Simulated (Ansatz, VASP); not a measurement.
**One calculation of Ge, two programs**

```
Ge
1.0
    -1.62606    1.62606    1.62606
     1.62606   -1.62606    1.62606
     1.62606    1.62606   -1.62606
Ge
1
Direct
  0.00000 0.00000 0.00000
```

Alike in both runs: task single point; functional LDA; k mesh 15 × 15 × 15; occupations fermi-dirac, width 0.1 eV; no spin polarisation.

|  | VASP | Ansatz |
| --- | --- | --- |
| version | VASP 6.6.1 | Ansatz 0.2.0 |
| potentials or method | VASP PAW LDA potentials, release 64 (Ge_d), cutoff 520 eV | plane waves (420 eV) with PAW, scalar-relativistic |
| valence electrons in the cell | 14 | 14 |

|  | VASP | Ansatz | Ansatz less VASP |
| --- | --- | --- | --- |
| pressure (GPa) | 2.9 | 2.9 | -0.04 |

Ansatz warns that its potentials were made for another functional, while VASP's fit it. LDA's correlation is that of Perdew and Zunger in VASP and of Perdew and Wang (1992) in Ansatz.
